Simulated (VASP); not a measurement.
# Sb (Fm-3m) in VASP: single point with PBEsol

Aim: the single point of Sb with PBEsol.

Everything below comes from runs of VASP 6.6.1. Logs are shortened: lines on timing, memory, paths and dates and some standing lists are left out, and cuts for length are marked.

## 1. The cell of the first run

Symmetry: Fm-3m, No. 225, cubic system. The conventional cell has a = 4.723 Å, b = 4.723 Å, c = 4.723 Å, α = 90.00°, β = 90.00°, γ = 90.00°. Within 4.4 Å of Sb (site symmetry m-3m) lie 12 Sb at 3.34 Å.

## 2. Single point, PBEsol

The input, INCAR:

```
SYSTEM = Sb
PREC = Accurate
ENCUT = 520
EDIFF = 1E-6
ISMEAR = -1
SIGMA = 0.13605693000000002
LREAL = .FALSE.
LASPH = .TRUE.
NELM = 80
ALGO = Normal
ISIF = 2
LWAVE = .FALSE.
LCHARG = .FALSE.
GGA = PS
NBANDS = 8
```

The input, KPOINTS:

```
regular mesh
0
G
  12 12 12
  0 0 0
```

The input, POSCAR:

```
Sb
1.0
    0.0000000000      2.3613903040      2.3613903040
    2.3613903040      0.0000000000      2.3613903040
    2.3613903040      2.3613903040      0.0000000000
Sb
1
Direct
    0.0000000000      0.0000000000      0.0000000000
```

Potentials or basis: VASP PAW PBE potentials, release 64 (Sb).

Launch:

```
$ cat potpaw_PBE.64/Sb/POTCAR > POTCAR
$ mpirun -np 1 vasp_std > vasp.out
```

OUTCAR:

```text
SYSTEM = Sb
   PREC = Accurate
   ENCUT = 520
   EDIFF = 1E-6
   ISMEAR = -1
   LREAL = .FALSE.
   LASPH = .TRUE.
   NELM = 80
   ISIF = 2
   GGA = PS

 ion  position               nearest neighbor table
   1  0.000  0.000  0.000-

  LATTYP: Found a face centered cubic cell.
 ALAT       =     4.7227806080

  Lattice vectors:

 A1 = (   0.0000000000,   2.3613903040,   2.3613903040)
 A2 = (   2.3613903040,   0.0000000000,   2.3613903040)
 A3 = (   2.3613903040,   2.3613903040,   0.0000000000)

Analysis of symmetry for initial positions (statically):
=====================================================================
 Subroutine PRICEL returns:
 Original cell was already a primitive cell.

 Routine SETGRP: Setting up the symmetry group for a
 face centered cubic supercell.

 Subroutine GETGRP returns: Found 48 space group operations
 (whereof 48 operations were pure point group operations)
 out of a pool of 48 trial point group operations.

The static configuration has the point symmetry O_h .

Analysis of symmetry for dynamics (positions and initial velocities):
=====================================================================
 Subroutine PRICEL returns:
 Original cell was already a primitive cell.

 Routine SETGRP: Setting up the symmetry group for a
 face centered cubic supercell.

 Subroutine GETGRP returns: Found 48 space group operations
 (whereof 48 operations were pure point group operations)
 out of a pool of 48 trial point group operations.

The dynamic configuration has the point symmetry O_h .

 Subroutine INISYM returns: Found 48 space group operations
 (whereof 48 operations are pure point group operations),
 and found     1 'primitive' translations

----------------------------------------------------------------------------------------

                                     Primitive cell

  volume of cell :      26.3350

  direct lattice vectors                    reciprocal lattice vectors
     0.000000000  2.361390304  2.361390304    -0.211739668  0.211739668  0.211739668
     2.361390304  0.000000000  2.361390304     0.211739668 -0.211739668  0.211739668
     2.361390304  2.361390304  0.000000000     0.211739668  0.211739668 -0.211739668

  length of vectors
     3.339510194  3.339510194  3.339510194     0.366743864  0.366743864  0.366743864

  position of ions in fractional coordinates (direct lattice)
     0.000000000  0.000000000  0.000000000

[... 75 lines left out ...]
   EDIFF  = 0.1E-05   stopping-criterion for ELM
   LREAL  =      F    real-space projection
   EDIFFG = 0.1E-04   stopping-criterion for IOM
   NSW    =      0    number of steps for IOM
   IBRION =     -1    ionic relax: 0-MD 1-quasi-New 2-CG
   NFREE  =      0    steps in history (QN), initial steepest desc. (CG)
   ISIF   =      2    stress and relaxation
   ISYM   =      2    0-nonsym 1-usesym 2-fastsym
   POTIM  = 0.5000    time-step for ionic-motion
   TEBEG  =    0.0;   TEEND  =   0.0 temperature during run
   PSTRESS=    0.0 pullay stress
   NELECT =       5.0000    total number of electrons
   NUPDOWN=      -1.0000    fix difference up-down
   EMIN   =  10.00;   EMAX   =-10.00  energy-range for DOS
   EFERMI =   0.00;   METHOD = LEGACY
   ISMEAR =    -1;   SIGMA  =   0.14  broadening in eV -4-tet -1-fermi 0-gaus
   EFERMI_NEDOS =   21; number of points for ismear=-14 and -15
   IALGO  =     38    algorithm
   IMIX   =      4    mixing-type and parameters
     AMIX     =   0.40;   BMIX     =  1.00
     AMIX_MAG =   1.60;   BMIX_MAG =  1.00
  volume/ion in A,a.u.               =      26.33       177.72
  Fermi-wavevector in a.u.,A,eV,Ry     =   0.940922  1.778085 12.045709  0.885335
  Thomas-Fermi vector in A             =   2.068382
   LORBIT       =      0    0 simple, 1 ext, 2 COOP (PROOUT), +10 PAW based schemes
   GGA     = PS    functional components
   LHFCALC =     F    Hartree Fock is set to
   AEXX    =    0.0000 exact exchange contribution
   IVDW    =     0    specifies the selected vdW correction
   LEPSILON=     F    determine dielectric tensor
   LRPA    =     F    only Hartree local field effects (RPA)
 non-spin polarized calculation
  energy-cutoff  :      520.00
  volume of cell :       26.33
 maximum number of plane-waves:       725
 NGX is ok and might be reduce to    28
   NGX = 13   NGY = 13   NGZ = 13

 number of electron       5.0000000 magnetization

 Free energy of the ion-electron system (eV)
  ---------------------------------------------------
  ext. energy  EPLUGINS =         0.00000000
  ---------------------------------------------------
  free energy    TOTEN  =        -4.31657567 eV

  energy without entropy =       -4.27381185  energy(sigma->0) =       -4.29519376

 E-fermi :   8.6824     XC(G=0): -10.4296

 val. band max:        8.6492305924   @ k =  -0.4167   0.4167   0.0833
 cond. band min:       8.6907222963   @ k =   0.5000   0.4167   0.0833
 fundamental gap:      0.0414917039
 Fermi energy:         8.6824235234

 k-point     1 :       0.0000    0.0000    0.0000
  band No.  band energies     occupation
      1      -4.4438      2.00000
      2      14.1499      0.00000
      3      14.1499      0.00000
      4      14.1499      0.00000
      5      18.7345      0.00000
      6      18.7345      0.00000
      7      18.7345      0.00000
      8      18.9208      0.00000
[... 243 lines left out ...]
 k-point    24 :      -0.4167    0.1667    0.0000
  band No.  band energies     occupation
      1      -0.2162      2.00000
      2       3.3349      2.00000
      3       9.1729      0.05293
      4      11.5740      0.00000
      5      15.4634      0.00000
      6      19.4290      0.00000
      7      19.5445      0.00000
      8      22.7871      0.00000

 [... further k-points ...]

------------------------ aborting loop because EDIFF is reached ----------------------------------------

  FORCE on cell =-STRESS in cart. coord.  units (eV):
  Direction    XX          YY          ZZ          XY          YZ          ZX
  --------------------------------------------------------------------------------------
  -------------------------------------------------------------------------------------
  Total       -0.0292055     -0.0292055     -0.0292055     -0.0000000     -0.0000000      0.0000000
  in kB       -1.7768126     -1.7768126     -1.7768126     -0.0000000     -0.0000000      0.0000000
  external PRESSURE =      -1.7768126 kB  Pullay stress =       0.0000000 kB

 VOLUME and BASIS-vectors are now :
 -----------------------------------------------------------------------------
  energy-cutoff  :      520.00
  volume of cell :       26.33
      direct lattice vectors                 reciprocal lattice vectors
     0.000000000  2.361390304  2.361390304    -0.211739668  0.211739668  0.211739668
     2.361390304  0.000000000  2.361390304     0.211739668 -0.211739668  0.211739668
     2.361390304  2.361390304  0.000000000     0.211739668  0.211739668 -0.211739668

 POSITION                                       TOTAL-FORCE (eV/Angst)
 -----------------------------------------------------------------------------------
      0.00000      0.00000      0.00000         0.000000     -0.000000      0.000000
 -----------------------------------------------------------------------------------
    total drift:                                0.000000      0.000000      0.000000

  FREE ENERGIE OF THE ION-ELECTRON SYSTEM (eV)
  ---------------------------------------------------
  free  energy   TOTEN  =        -4.3165756735 eV

  energy  without entropy=       -4.2738118536  energy(sigma->0) =       -4.29519376
```

Run time: 15 s. Hardware: 1 thread of Intel Xeon 8259CL, shared host; peak memory 0.16 GiB.

Results:

- Free energy: -4.3166 eV
- Pressure: -0.2 GPa

Levels at points of the mesh, in eV from the Fermi level:
```
           k point  band 1  band 2  band 3  band 4  band 5  band 6
(0.00, 0.00, 0.00)  -13.13    5.47    5.47    5.47   10.05   10.05
(0.50, 0.00, 0.00)   -9.25   -5.98    3.72    3.72    8.32    9.17
(0.50, 0.50, 0.00)   -7.56   -5.06    0.37    0.37    4.13    4.60
```

Caveat: the PAW data sets were made with another functional, which shifts forces and pressure a little; spin-orbit coupling is left out, which moves the levels of the heavy elements.
